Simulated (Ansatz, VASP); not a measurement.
**Rh in VASP and in Ansatz**

```
Rh
1.0
     0.00000    1.99663    1.94909
     1.99663    0.00000    1.94909
     1.99663    1.99663    0.00000
Rh
1
Direct
  0.00000 0.00000 0.00000
```

Change from the starting cell: strain +0.050 along x and y, +0.025 along z, atoms carried along.

Alike in both runs: task single point; functional PBE; k mesh 22 × 22 × 22; no spin polarisation.

```csv
,VASP,Ansatz
version,VASP 6.6.1,Ansatz 0.2.0
potentials or method,"VASP PAW PBE potentials, release 64 (Rh_pv), cutoff 520 eV","scalar-relativistic, plane waves, PAW"
occupations,"methfessel-paxton of order 1, width 0.02 eV","cold, width 0.02 eV"
valence electrons in the cell,15,17
```

```tsv
	VASP	Ansatz	Ansatz less VASP
gap on the k mesh at the Fermi level (eV)	none	none	-
pressure (GPa)	-20.0	-20.0	+0.02
traceless stress, the component that is largest in VASP (GPa)	2.59	2.59	-0.001
```

A gap of «none» marks a metal or a gap that the smearing closes. VASP's potentials hold 15 valence electrons a cell and Ansatz's 17, so a difference there can come from the potentials and not from the codes.
